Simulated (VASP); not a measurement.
# AlN (P6_3/mmc) in VASP: notebook, part 2 of 2

VASP 6.6.1.

## 3. Single point, PBEsol

This run uses another cell than the first one, of 9.87 Å³/atom, 0.998 times its volume.

INCAR reads:

```
SYSTEM = AlN
ALGO     = Normal         ! electronic algorithm
EDIFF    = 1E-7           ! SCF threshold, eV
ENCUT    = 520            ! plane-wave cutoff, eV
GGA      = PS             ! functional
ISIF     = 2              ! what is computed and relaxed
ISMEAR   = 0              ! smearing method
LASPH    = .True.         ! aspherical terms in the spheres
LCHARG   = .True.         ! write CHGCAR
LELF     = .True.         ! ELF
LREAL    = .False.        ! projectors in reciprocal space
LVHAR    = .True.       
LWAVE    = .False.        ! write WAVECAR
NBANDS   = 16             ! bands
NELM     = 60             ! most SCF steps
PREC     = Accurate       ! precision mode
SIGMA    = 0.05           ! smearing width, eV
```

KPOINTS reads:

```
k-points
0
Gamma
  9 9 6
  0 0 0
```

POSCAR reads:

```
AlN
1.0
    3.3015780391      0.0000000000      0.0000000000
   -1.6507890196      2.8592504545      0.0000000000
    0.0000000000      0.0000000000      4.1826000000
Al N
2 2
Direct
    0.3333333333      0.6666666667      0.7500000000
    0.6666666667      0.3333333333      0.2500000000
    0.3333333333      0.6666666667      0.2500000000
    0.6666666667      0.3333333333      0.7500000000
```

Potentials or basis: VASP PAW PBE potentials, release 64 (Al, N).

Run with:

```console
cat potpaw_PBE.64/Al/POTCAR potpaw_PBE.64/N/POTCAR > POTCAR
mpirun -np 1 vasp_std > vasp.out
```

OUTCAR:

```text
SYSTEM = AlN
   EDIFF = 1E-7
   ENCUT = 520
   GGA = PS
   ISIF = 2
   ISMEAR = 0
   LASPH = .True.
   LREAL = .False.
   NELM = 60
   PREC = Accurate

 ion  position               nearest neighbor table
   1  0.333  0.667  0.750-   4 1.91   4 1.91   4 1.91   3 2.09   3 2.09   2 2.83   2 2.83   2 2.83
                             2 2.83   2 2.83   2 2.83
   2  0.667  0.333  0.250-   3 1.91   3 1.91   3 1.91   4 2.09   4 2.09   1 2.83   1 2.83   1 2.83
                             1 2.83   1 2.83   1 2.83
   3  0.333  0.667  0.250-   2 1.91   2 1.91   2 1.91   1 2.09   1 2.09
   4  0.667  0.333  0.750-   1 1.91   1 1.91   1 1.91   2 2.09   2 2.09

  LATTYP: Found a hexagonal cell.
 ALAT       =     3.3015780391
 C/A-ratio  =     1.2668487464

  Lattice vectors:

 A1 = (   3.3015780391,   0.0000000000,   0.0000000000)
 A2 = (  -1.6507890196,   2.8592504545,   0.0000000000)
 A3 = (   0.0000000000,   0.0000000000,   4.1826000000)

Analysis of symmetry for initial positions (statically):
=====================================================================
 Subroutine PRICEL returns:
 Original cell was already a primitive cell.

[... 179 lines left out ...]
 cond. band min:      11.1919709593   @ k =   0.0000   0.0000   0.0000
 fundamental gap:      3.2383217856
 Fermi energy:         8.1977396162

 k-point     1 :       0.0000    0.0000    0.0000
  band No.  band energies     occupation
      1      -8.8787      2.00000
      2      -5.1790      2.00000
      3       0.9730      2.00000
      4       4.6468      2.00000
      5       4.6468      2.00000
      6       6.3116      2.00000
[... 433 lines left out ...]
      3       1.3246      2.00000
      4       2.3350      2.00000
      5       2.3350      2.00000
      6       4.8655      2.00000
[... 8 lines left out ...]
     15      19.0701      0.00000
     16      20.9595      0.00000

 [... further k-points ...]

------------------------ aborting loop because EDIFF is reached ----------------------------------------

  FORCE on cell =-STRESS in cart. coord.  units (eV):
  Direction    XX          YY          ZZ          XY          YZ          ZX
  --------------------------------------------------------------------------------------
  -------------------------------------------------------------------------------------
  Total       -0.3408662     -0.3408662     -0.7363095      0.0000000      0.0000000      0.0000000
  in kB      -13.8316628    -13.8316628    -29.8779560      0.0000000      0.0000000      0.0000000
  external PRESSURE =     -19.1804272 kB  Pullay stress =       0.0000000 kB

 VOLUME and BASIS-vectors are now :
 -----------------------------------------------------------------------------
  energy-cutoff  :      520.00
  volume of cell :       39.48
      direct lattice vectors                 reciprocal lattice vectors
     3.301578039  0.000000000  0.000000000     0.302885465  0.174871005  0.000000000
    -1.650789020  2.859250455  0.000000000     0.000000000  0.349742010  0.000000000
     0.000000000  0.000000000  4.182600000     0.000000000  0.000000000  0.239085736

 POSITION                                       TOTAL-FORCE (eV/Angst)
 -----------------------------------------------------------------------------------
     -0.00000      1.90617      3.13695        -0.000000     -0.000000      0.000000
      1.65079      0.95308      1.04565         0.000000      0.000000      0.000000
     -0.00000      1.90617      1.04565         0.000000      0.000000      0.000000
      1.65079      0.95308      3.13695        -0.000000     -0.000000      0.000000
 -----------------------------------------------------------------------------------
    total drift:                               -0.000000      0.000000      0.000000

  FREE ENERGIE OF THE ION-ELECTRON SYSTEM (eV)
  ---------------------------------------------------
  free  energy   TOTEN  =       -30.9422566508 eV

  energy  without entropy=      -30.9422566508  energy(sigma->0) =      -30.94225665
```

OSZICAR:

```text
N       E                     dE             d eps       ncg     rms          rms(c)
DAV:   1     0.403677777227E+02    0.40368E+02   -0.73640E+03  1536   0.903E+02
DAV:   2    -0.318405284539E+02   -0.72208E+02   -0.66247E+02  2184   0.188E+02
DAV:   3    -0.351454994535E+02   -0.33050E+01   -0.32937E+01  1960   0.413E+01
DAV:   4    -0.351653228824E+02   -0.19823E-01   -0.19822E-01  1832   0.359E+00
DAV:   5    -0.351655780620E+02   -0.25518E-03   -0.25518E-03  1912   0.412E-01    0.113E+01
DAV:   6    -0.310142491640E+02    0.41513E+01   -0.81519E+00  1968   0.213E+01    0.395E+00
DAV:   7    -0.309837925643E+02    0.30457E-01   -0.66398E-01  1760   0.559E+00    0.281E+00
DAV:   8    -0.309498001556E+02    0.33992E-01   -0.98086E-02  1664   0.255E+00    0.841E-01
DAV:   9    -0.309419749164E+02    0.78252E-02   -0.18531E-02  1976   0.106E+00    0.270E-01
DAV:  10    -0.309423510314E+02   -0.37612E-03   -0.20362E-03  1776   0.309E-01    0.177E-01
DAV:  11    -0.309422589730E+02    0.92058E-04   -0.12489E-04  1800   0.857E-02    0.423E-02
DAV:  12    -0.309422570592E+02    0.19137E-05   -0.67074E-06  1776   0.206E-02    0.770E-03
DAV:  13    -0.309422565961E+02    0.46315E-06   -0.24386E-06  1968   0.117E-02    0.410E-03
DAV:  14    -0.309422566508E+02   -0.54677E-07   -0.16294E-07  1128   0.368E-03
   1 F= -.30942257E+02 E0= -.30942257E+02  d E =-.259196E-14
```

stdout:

```text
POSCAR found type information on POSCAR AlN
 POSCAR found :  2 types and       4 ions
 scaLAPACK will be used
 -----------------------------------------------------------------------------
|                                                                             |
|                                                                             |
|     You enforced a specific xc type in the INCAR file but a different       |
|     I HOPE YOU KNOW WHAT YOU ARE DOING!                                     |
|                                                                             |
 -----------------------------------------------------------------------------

 LDA part: xc-table for (Slater+PW92), standard interpolation
 POSCAR, INCAR and KPOINTS ok, starting setup
 FFT: planning ... GRIDC
 FFT: planning ... GRID_SOFT
 FFT: planning ... GRID
 WAVECAR not read
 entering main loop
```

Run time: 59 s. Hardware: 1 thread of Intel Xeon 8259CL, shared host; peak memory 0.17 GiB.

What came out:

```yaml
Free_energy: -30.9423 eV
Pressure: -1.9 GPa
Band_gap_on_the_k_mesh: 3.24 eV, direct
```

Stress tensor (GPa, compression positive):
```
-1.38  0.00  0.00
 0.00 -1.38  0.00
 0.00  0.00 -2.99
```

Caveat: the PAW data sets were made with another functional, which shifts forces and pressure a little. As with any semilocal functional, this PBEsol gap is likely too small.

## 4. Single point, PBEsol

This run uses another cell than the first one, of 9.93 Å³/atom, 1.004 times its volume.

INCAR reads:

```
SYSTEM = AlN
ALGO = Normal ; EDIFF = 1E-6
ENCUT = 520 ; GGA = PS
ISIF = 2 ; ISMEAR = 0
LASPH = .True. ; LCHARG = .False.
LREAL = .False. ; LWAVE = .False.
NBANDS = 16 ; NELM = 100
PREC = Accurate ; SIGMA = 0.05
```

KPOINTS is that of step 3.

POSCAR reads:

```
AlN
1.0
    3.3610000000      0.0000000000      0.0000000000
   -1.6805000000      2.9107113821      0.0000000000
    0.0000000000      0.0000000000      4.0584000000
Al N
2 2
Direct
    0.3333333333      0.6666666667      0.7500000000
    0.6666666667      0.3333333333      0.2500000000
    0.3333333333      0.6666666667      0.2500000000
    0.6666666667      0.3333333333      0.7500000000
```

Run with:

```console
cat potpaw_PBE.64/Al/POTCAR potpaw_PBE.64/N/POTCAR > POTCAR
mpirun -np 1 vasp_std > vasp.out
```

Run time: 52 s. Hardware: 1 thread of Intel Xeon 8259CL, shared host; peak memory 0.17 GiB.

Results (log left out):

- Free energy: -30.9135 eV
- Pressure: -3.6 GPa
- Band gap on the k mesh: 3.33 eV, direct

Stress tensor (GPa, compression positive):
```
-6.30  0.00  0.00
 0.00 -6.30  0.00
 0.00  0.00  1.65
```

Levels at points of the mesh, in eV from the valence-band top:
```tsv
k point	band 4	band 5	band 6	band 7	band 8	band 9	band 10	band 11	band 12	band 13
(0.00, 0.00, 0.00)	-3.24	-3.24	-1.33	-1.33	0.00	3.33	4.39	8.11	8.11	11.40
(0.00, 0.00, 0.50)	-3.60	-2.33	-2.33	-2.33	-2.33	5.74	5.74	8.21	8.21	8.21
```

Caveat: the PAW data sets were made with another functional, which shifts forces and pressure a little.

## 5. Single point, PBEsol

This run uses another cell than the first one, of 9.95 Å³/atom, 1.006 times its volume.

INCAR reads:

```
  PREC = Accurate
  ENCUT = 520
  EDIFF = 1E-6
  ISMEAR = 0
  SIGMA = 0.05
  LREAL = F
  LASPH = T
  NELM = 80
  ALGO = Normal
  ISIF = 2
  LWAVE = F
  LCHARG = F
  GGA = PS
  NBANDS = 16
```

KPOINTS reads:

```
Automatic mesh
0
Gamma
  9 9 6
```

POSCAR reads:

```
AlN
1.0
    3.4006000000      0.0000000000      0.0000000000
   -1.7003000000      2.9450059881      0.0000000000
    0.0000000000      0.0000000000      3.9756000000
Al N
2 2
Direct
    0.3333333333      0.6666666667      0.7500000000
    0.6666666667      0.3333333333      0.2500000000
    0.3333333333      0.6666666667      0.2500000000
    0.6666666667      0.3333333333      0.7500000000
```

Run with:

```console
cat potpaw_PBE.64/Al/POTCAR potpaw_PBE.64/N/POTCAR > POTCAR
mpirun -np 1 vasp_std > vasp.out
```

It took 49 s on 1 thread of Intel Xeon 8259CL, shared host; peak memory 0.17 GiB.

Results (log left out):

```
Free energy            : -30.8503 eV
Pressure               : -3.6 GPa
Band gap on the k mesh : 3.41 eV, direct
```

Stress tensor (GPa, compression positive):
```
-8.58  0.00  0.00
 0.00 -8.58  0.00
 0.00  0.00  6.26
```

Levels at points of the mesh, in eV from the valence-band top:
```csv
k point,band 4,band 5,band 6,band 7,band 8,band 9,band 10,band 11,band 12,band 13
"(0.00, 0.00, 0.00)",-3.18,-3.18,-1.11,-1.11,0.00,3.41,4.47,8.11,8.11,11.60
"(0.00, 0.00, 0.50)",-3.50,-2.19,-2.19,-2.19,-2.19,5.86,5.86,8.16,8.16,8.16
```

Caveat: the PAW data sets were made with another functional, which shifts forces and pressure a little.

## 6. Single point, PBEsol

INCAR reads:

```
SYSTEM = AlN
PREC = Accurate ; ENCUT = 520
EDIFF = 1E-6 ; ISMEAR = 0
SIGMA = 0.05 ; LREAL = .FALSE.
LASPH = .TRUE. ; NELM = 100
ALGO = Normal ; ISIF = 2
LWAVE = .FALSE. ; LCHARG = .FALSE.
GGA = PS ; NBANDS = 16
```

KPOINTS reads:

```
Automatic mesh
0
G
  9 9 6
  0 0 0
```

POSCAR reads:

```
AlN
1.0
    3.3412000000      0.0000000000      0.0000000000
   -1.6706000000      2.8935640791      0.0000000000
    0.0000000000      0.0000000000      4.0998000000
Al N
2 2
Direct
    0.3333333333      0.6666666667      0.7500000000
    0.6666666667      0.3333333333      0.2500000000
    0.3333333333      0.6666666667      0.2500000000
    0.6666666667      0.3333333333      0.7500000000
```

Potentials or basis: VASP PAW PBE potentials, release 64 (Al, N).

Run with:

```console
cat potpaw_PBE.64/Al/POTCAR potpaw_PBE.64/N/POTCAR > POTCAR
mpirun -np 1 vasp_std > vasp.out
```

Wall time 45 s (1 thread of Intel Xeon 8259CL, shared host); peak memory 0.17 GiB.

It converged, with:

* Free energy: -30.9317 eV
* Pressure: -3.3 GPa
* Band gap on the k mesh: 3.30 eV, direct

Stress tensor (GPa, compression positive):
```
-4.86  0.00  0.00
 0.00 -4.86  0.00
 0.00  0.00 -0.17
```

Levels at points of the mesh, in eV from the valence-band top:
```
           k point  band 4  band 5  band 6  band 7  band 8  band 9  band 10  band 11  band 12  band 13
(0.00, 0.00, 0.00)   -3.26   -3.26   -1.44   -1.44    0.00    3.30     4.38     8.12     8.12    11.32
(0.00, 0.00, 0.50)   -3.65   -2.39   -2.39   -2.39   -2.39    5.69     5.69     8.25     8.25     8.25
```

Caveat: the PAW data sets were made with another functional, which shifts forces and pressure a little.

## 7. Overview

| cell | gap on the mesh (eV) | pressure (GPa) |
| --- | --- | --- |
| a = 3.321, b = 3.321, c = 4.141 Å, angles 90.0, 90.0, 120.0°, 4 atoms | 3.27 | -2.7 |
| a = 3.302, b = 3.302, c = 4.183 Å, angles 90.0, 90.0, 120.0°, 4 atoms | 3.24 | -1.9 |
| a = 3.361, b = 3.361, c = 4.058 Å, angles 90.0, 90.0, 120.0°, 4 atoms | 3.33 | -3.6 |
| a = 3.401, b = 3.401, c = 3.976 Å, angles 90.0, 90.0, 120.0°, 4 atoms | 3.41 | -3.6 |
| a = 3.341, b = 3.341, c = 4.100 Å, angles 90.0, 90.0, 120.0°, 4 atoms | 3.30 | -3.3 |

Alike in all rows: task single point; level PBEsol; potentials or basis VASP PAW PBE potentials, release 64 (Al, N); no spin polarisation; k mesh 9 × 9 × 6; cutoff (eV) 520; smearing gaussian 0.05 eV.

Caveats: the PAW data sets were made with another functional, which shifts forces and pressure a little.

Absolute energies hang on the potentials; compare differences alone.
